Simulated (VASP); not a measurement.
# CdSe (C2) in VASP: a series of runs

The runs below take CdSe through single point, with PBEsol.

Everything below comes from runs of VASP 6.6.1. Logs are shortened: lines on timing, memory, paths and dates and some standing lists are left out, and cuts for length are marked.

**1. The cell of the first run**

Symmetry: C2, No. 5, monoclinic system. Conventional cell: a = 5.783 Å, b = 6.083 Å, c = 4.037 Å, α = 90.00°, β = 131.26°, γ = 90.00°. Cd (site symmetry 2) has 4 Se at 2.53 to 2.65 Å within 3.3 Å. Within 3.3 Å of Se (site symmetry 2) lie 4 Cd at 2.53 to 2.65 Å.

**2. Single point, PBEsol (engineering shear strain xz -0.0733, normal strain along z -0.0500)**

INCAR reads:

```
SYSTEM = CdSe
ALGO     = Normal         ! electronic algorithm
EDIFF    = 1E-6           ! SCF threshold, eV
ENCUT    = 520            ! plane-wave cutoff, eV
GGA      = PS             ! functional
ISIF     = 2              ! what is computed and relaxed
ISMEAR   = 0              ! smearing method
LASPH    = .TRUE.         ! aspherical terms in the spheres
LCHARG   = .FALSE.        ! write CHGCAR
LREAL    = .FALSE.        ! projectors in reciprocal space
LWAVE    = .FALSE.        ! write WAVECAR
NBANDS   = 16             ! bands
NELM     = 60             ! most SCF steps
PREC     = Accurate       ! precision mode
SIGMA    = 0.05           ! smearing width, eV
```

KPOINTS reads:

```
k-points
0
G
  10 10 10
  0 0 0
```

POSCAR reads:

```
CdSe
1.0
   -0.1114639971      2.8892441262      3.0413096065
    3.0413096065     -0.1114639971      3.0413096065
    2.9298456094      2.7777801291      0.0000000000
Cd Se
1 1
Direct
    0.0000000000      0.0000000000      0.0000000000
    0.7500000000      0.7500000000      0.7500000000
```

Potentials or basis: VASP PAW PBE potentials, release 64 (Cd, Se).

Command:

```bash
cat potpaw_PBE.64/Cd/POTCAR potpaw_PBE.64/Se/POTCAR > POTCAR
mpirun -np 1 vasp_std > vasp.out
```

OUTCAR:

```text
SYSTEM = CdSe
   EDIFF = 1E-6
   ENCUT = 520
   GGA = PS
   ISIF = 2
   ISMEAR = 0
   LASPH = .TRUE.
   LREAL = .FALSE.
   NELM = 60
   PREC = Accurate

 ion  position               nearest neighbor table
   1  0.000  0.000  0.000-   2 2.53   2 2.53   2 2.65   2 2.65
   2  0.750  0.750  0.750-   1 2.53   1 2.53   1 2.65   1 2.65

  LATTYP: Found a base centered monoclinic cell.
 ALAT       =     5.7827868172
 B/A-ratio  =     1.0518491179
 C/A-ratio  =     0.6981639002
 COS(beta)  =    -0.6595366201

  Lattice vectors:

 A1 = (   0.1114639971,  -2.8892441262,   3.0413096065)
 A2 = (   0.1114639971,  -2.8892441262,  -3.0413096065)
 A3 = (   2.9298456094,   2.7777801291,   0.0000000000)

Analysis of symmetry for initial positions (statically):
=====================================================================
 Subroutine PRICEL returns:
 Original cell was already a primitive cell.

 Routine SETGRP: Setting up the symmetry group for a
 base centered monoclinic supercell.

 Subroutine GETGRP returns: Found  2 space group operations
 (whereof  2 operations were pure point group operations)
 out of a pool of  4 trial point group operations.

The static configuration has the point symmetry C_2 .

Analysis of symmetry for dynamics (positions and initial velocities):
=====================================================================
 Subroutine PRICEL returns:
 Original cell was already a primitive cell.

 Routine SETGRP: Setting up the symmetry group for a
 base centered monoclinic supercell.

 Subroutine GETGRP returns: Found  2 space group operations
 (whereof  2 operations were pure point group operations)
 out of a pool of  4 trial point group operations.

The dynamic configuration has the point symmetry C_2 .

 Subroutine INISYM returns: Found  2 space group operations
 (whereof  2 operations are pure point group operations),
 and found     1 'primitive' translations

----------------------------------------------------------------------------------------

                                     Primitive cell

  volume of cell :      53.3729

  direct lattice vectors                    reciprocal lattice vectors
    -0.111463997  2.889244126  3.041309607    -0.158284172  0.166949206  0.164402861
     3.041309607 -0.111463997  3.041309607     0.158284172 -0.166949206  0.164402861
     2.929845609  2.777780129  0.000000000     0.170987112  0.179652146 -0.164402861

  length of vectors
     4.196393686  4.302505371  4.037332998     0.282761768  0.282761768  0.297556359
[... 81 lines left out ...]
   EDIFF  = 0.1E-05   stopping-criterion for ELM
   LREAL  =      F    real-space projection
   EDIFFG = 0.1E-04   stopping-criterion for IOM
   NSW    =      0    number of steps for IOM
   IBRION =     -1    ionic relax: 0-MD 1-quasi-New 2-CG
   NFREE  =      0    steps in history (QN), initial steepest desc. (CG)
   ISIF   =      2    stress and relaxation
   ISYM   =      2    0-nonsym 1-usesym 2-fastsym
   POTIM  = 0.5000    time-step for ionic-motion
   TEBEG  =    0.0;   TEEND  =   0.0 temperature during run
   PSTRESS=    0.0 pullay stress
   NELECT =      18.0000    total number of electrons
   NUPDOWN=      -1.0000    fix difference up-down
   EMIN   =  10.00;   EMAX   =-10.00  energy-range for DOS
   EFERMI =   0.00;   METHOD = LEGACY
   ISMEAR =     0;   SIGMA  =   0.05  broadening in eV -4-tet -1-fermi 0-gaus
   EFERMI_NEDOS =   21; number of points for ismear=-14 and -15
   IALGO  =     38    algorithm
   IMIX   =      4    mixing-type and parameters
     AMIX     =   0.40;   BMIX     =  1.00
     AMIX_MAG =   1.60;   BMIX_MAG =  1.00
  volume/ion in A,a.u.               =      26.69       180.09
  Fermi-wavevector in a.u.,A,eV,Ry     =   1.139529  2.153397 17.667519  1.298526
  Thomas-Fermi vector in A             =   2.276232
   LORBIT       =      0    0 simple, 1 ext, 2 COOP (PROOUT), +10 PAW based schemes
   GGA     = PS    functional components
   LHFCALC =     F    Hartree Fock is set to
   AEXX    =    0.0000 exact exchange contribution
   IVDW    =     0    specifies the selected vdW correction
   LEPSILON=     F    determine dielectric tensor
   LRPA    =     F    only Hartree local field effects (RPA)
 non-spin polarized calculation
 Gauss-broadening in eV      SIGMA  =   0.05
  energy-cutoff  :      520.00
  volume of cell :       53.37
 maximum number of plane-waves:      1456
   NGX = 15   NGY = 15   NGZ = 15

 number of electron      18.0000001 magnetization

 Free energy of the ion-electron system (eV)
  ---------------------------------------------------
  ext. energy  EPLUGINS =         0.00000000
  ---------------------------------------------------
  free energy    TOTEN  =        -6.08763524 eV

  energy without entropy =       -6.08763524  energy(sigma->0) =       -6.08763524

 E-fermi :   1.6334     XC(G=0):  -9.3429

 val. band max:        1.4380513572   @ k =   0.0000   0.0000   0.0000
 cond. band min:       1.8272779671   @ k =   0.0000   0.0000   0.0000
 fundamental gap:      0.3892266099
 Fermi energy:         1.6333932235

 k-point     1 :       0.0000    0.0000    0.0000
  band No.  band energies     occupation
      1     -11.7021      2.00000
      2      -6.9135      2.00000
      3      -6.8852      2.00000
      4      -6.8319      2.00000
      5      -6.4458      2.00000
      6      -6.4227      2.00000
[... 433 lines left out ...]
      3      -6.6805      2.00000
      4      -6.5560      2.00000
      5      -6.3853      2.00000
      6      -6.2787      2.00000
[... 8 lines left out ...]
     15      13.5515      0.00000
     16      15.2022      0.00000

 [... further k-points ...]

------------------------ aborting loop because EDIFF is reached ----------------------------------------

  FORCE on cell =-STRESS in cart. coord.  units (eV):
  Direction    XX          YY          ZZ          XY          YZ          ZX
  --------------------------------------------------------------------------------------
  -------------------------------------------------------------------------------------
  Total        1.2375860      1.4143984      1.2220965      1.4192292      0.0000000      0.0000000
  in kB       37.1505264     42.4581750     36.6855520     42.6031878      0.0000000      0.0000000
  external PRESSURE =      38.7647511 kB  Pullay stress =       0.0000000 kB

 VOLUME and BASIS-vectors are now :
 -----------------------------------------------------------------------------
  energy-cutoff  :      520.00
  volume of cell :       53.37
      direct lattice vectors                 reciprocal lattice vectors
    -0.111463997  2.889244126  3.041309607    -0.158284172  0.166949206  0.164402861
     3.041309607 -0.111463997  3.041309607     0.158284172 -0.166949206  0.164402861
     2.929845609  2.777780129  0.000000000     0.170987112  0.179652146 -0.164402861

 POSITION                                       TOTAL-FORCE (eV/Angst)
 -----------------------------------------------------------------------------------
      0.00000      0.00000      0.00000         0.000000     -0.000000      0.649283
      4.39477      4.16667      4.56196         0.000000      0.000000     -0.649283
 -----------------------------------------------------------------------------------
    total drift:                               -0.000001     -0.000001     -0.000492

  FREE ENERGIE OF THE ION-ELECTRON SYSTEM (eV)
  ---------------------------------------------------
  free  energy   TOTEN  =        -6.0876352421 eV

  energy  without entropy=       -6.0876352420  energy(sigma->0) =       -6.08763524
```

stdout:

```text
POSCAR found type information on POSCAR CdSe
 POSCAR found :  2 types and       2 ions
 scaLAPACK will be used
 -----------------------------------------------------------------------------
|                                                                             |
|                                                                             |
|     You enforced a specific xc type in the INCAR file but a different       |
|     I HOPE YOU KNOW WHAT YOU ARE DOING!                                     |
|                                                                             |
 -----------------------------------------------------------------------------

 LDA part: xc-table for (Slater+PW92), standard interpolation
 POSCAR, INCAR and KPOINTS ok, starting setup
 FFT: planning ... GRIDC
 FFT: planning ... GRID_SOFT
 FFT: planning ... GRID
 WAVECAR not read
 entering main loop
```

It took 61 s on 1 thread of Intel Xeon 6975P-C (Granite Rapids), shared host; peak memory 0.37 GiB.

Results:

- Free energy: -6.0876 eV
- Pressure: 3.9 GPa
- Largest force: 0.649 eV/Å
- Band gap on the k mesh: 0.39 eV, direct

Forces on the atoms (eV/Å):
```
Cd   0.000  0.000  0.649
Se   0.000  0.000 -0.649
```

Caveat: the cell differs from its parent crystal (engineering shear strain xz -0.0733, normal strain along z -0.0500); the PAW data sets were made with another functional, which shifts forces and pressure a little.

**3. Single point, PBEsol (engineering shear strain xz -0.1467, normal strain along z +0.1500)**

INCAR reads:

```
SYSTEM = CdSe
PREC = Accurate
ENCUT = 520
EDIFF = 1E-6
ISMEAR = 0
SIGMA = 0.05
LREAL = .FALSE.
LASPH = .TRUE.
NELM = 60
ALGO = Normal
ISIF = 2
LWAVE = .FALSE.
LCHARG = .FALSE.
GGA = PS
NBANDS = 16
```

KPOINTS reads:

```
regular mesh
0
G
  10 10 10
  0 0 0
```

POSCAR reads:

```
CdSe
1.0
   -0.2230800596      3.4975060475      3.0413096065
    3.0413096065     -0.2230800596      3.0413096065
    2.8182295469      3.2744259878      0.0000000000
Cd Se
1 1
Direct
    0.0000000000      0.0000000000      0.0000000000
    0.7500000000      0.7500000000      0.7500000000
```

Potentials or basis: VASP PAW PBE potentials, release 64 (Cd, Se).

Command:

```bash
cat potpaw_PBE.64/Cd/POTCAR potpaw_PBE.64/Se/POTCAR > POTCAR
mpirun -np 1 vasp_std > vasp.out
```

Wall time 1.9 min (1 thread of Intel Xeon Platinum 8488C (Sapphire Rapids), shared host); peak memory 0.42 GiB.

It converged, with:

| Quantity | Value |
| --- | --- |
| Free energy | -5.8925 eV |
| Pressure | -4.3 GPa |
| Largest force | 0.263 eV/Å |
| Band gap on the k mesh | 0.27 eV, direct |

Forces on the atoms (eV/Å):
```
Cd   0.000  0.000  0.263
Se   0.000  0.000 -0.263
```

Stress tensor (GPa, compression positive):
```
-3.11  3.13  0.00
 3.13 -6.39  0.00
 0.00  0.00 -3.36
```

Levels at points of the mesh, in eV from the valence-band top:
```csv
k point,band 6,band 7,band 8,band 9,band 10,band 11,band 12,band 13
"(0.00, 0.00, 0.00)",-7.50,-0.48,-0.43,0.00,0.27,5.11,5.78,6.51
"(0.50, 0.00, 0.00)",-7.34,-3.80,-0.79,-0.34,2.07,5.70,6.50,6.92
"(0.50, 0.50, 0.00)",-7.22,-3.46,-2.08,-1.32,2.45,3.60,8.24,8.42
"(0.00, 0.00, 0.50)",-7.27,-3.93,-1.22,-0.61,1.58,5.53,6.59,7.11
"(0.50, 0.00, 0.50)",-7.35,-4.16,-1.27,-1.22,3.34,3.89,7.20,8.98
"(0.00, 0.50, 0.50)",-7.21,-3.50,-1.83,-1.63,2.94,2.95,7.46,8.61
```

Caveat: the cell differs from its parent crystal (engineering shear strain xz -0.1467, normal strain along z +0.1500); the PAW data sets were made with another functional, which shifts forces and pressure a little.

**4. Single point, PBEsol (engineering shear strain xz -0.0733, normal strain along z +0.1500)**

INCAR reads:

```
ALGO = Normal
EDIFF = 1E-7
ENCUT = 520
GGA = PS
ISIF = 2
ISMEAR = 0
LASPH = True
LCHARG = False
LREAL = False
LWAVE = False
NBANDS = 16
NELM = 80
PREC = Accurate
SIGMA = 0.05
```

KPOINTS reads:

```
k-points
0
Gamma
  10 10 10
```

POSCAR reads:

```
CdSe
1.0
   -0.1114639971      3.4975060475      3.0413096065
    3.0413096065     -0.1114639971      3.0413096065
    2.9298456094      3.3860420504      0.0000000000
Cd Se
1 1
Direct
    0.0000000000      0.0000000000      0.0000000000
    0.7500000000      0.7500000000      0.7500000000
```

Command:

```bash
cat potpaw_PBE.64/Cd/POTCAR potpaw_PBE.64/Se/POTCAR > POTCAR
mpirun -np 1 vasp_std > vasp.out
```

Wall time 2.6 min (1 thread of Intel Xeon Platinum 8488C (Sapphire Rapids), shared host); peak memory 0.42 GiB.

It converged, with:

| Quantity | Value |
| --- | --- |
| Free energy | -5.9486 eV |
| Pressure | -5.1 GPa |
| Largest force | 0.112 eV/Å |
| Band gap on the k mesh | 0.15 eV, direct |

Forces on the atoms (eV/Å):
```
Cd   0.000  0.000  0.112
Se   0.000  0.000 -0.112
```

Stress tensor (GPa, compression positive):
```
-3.82  1.49  0.00
 1.49 -7.46  0.00
 0.00  0.00 -3.89
```

Levels at points of the mesh, in eV from the valence-band top:
```
           k point  band 5  band 6  band 7  band 8  band 9  band 10  band 11  band 12  band 13  band 14
(0.00, 0.00, 0.00)   -7.46   -7.46   -0.49   -0.21    0.00     0.15     5.44     5.75     6.13     8.70
(0.50, 0.00, 0.00)   -7.44   -7.29   -3.79   -0.90   -0.36     1.95     5.88     6.56     6.71     9.35
(0.50, 0.50, 0.00)   -7.42   -7.18   -3.43   -1.90   -1.51     2.72     3.29     8.25     8.43     9.36
(0.00, 0.00, 0.50)   -7.43   -7.25   -3.85   -1.11   -0.51     1.70     5.73     6.61     6.90     9.21
(0.50, 0.00, 0.50)   -7.44   -7.32   -4.11   -1.23   -1.21     3.36     3.95     7.44     9.16     9.35
(0.00, 0.50, 0.50)   -7.42   -7.17   -3.44   -1.79   -1.64     2.97     2.99     7.87     8.85     9.09
```

Caveat: the cell differs from its parent crystal (engineering shear strain xz -0.0733, normal strain along z +0.1500); the PAW data sets were made with another functional, which shifts forces and pressure a little.

(Continued in part 2 of 2.)
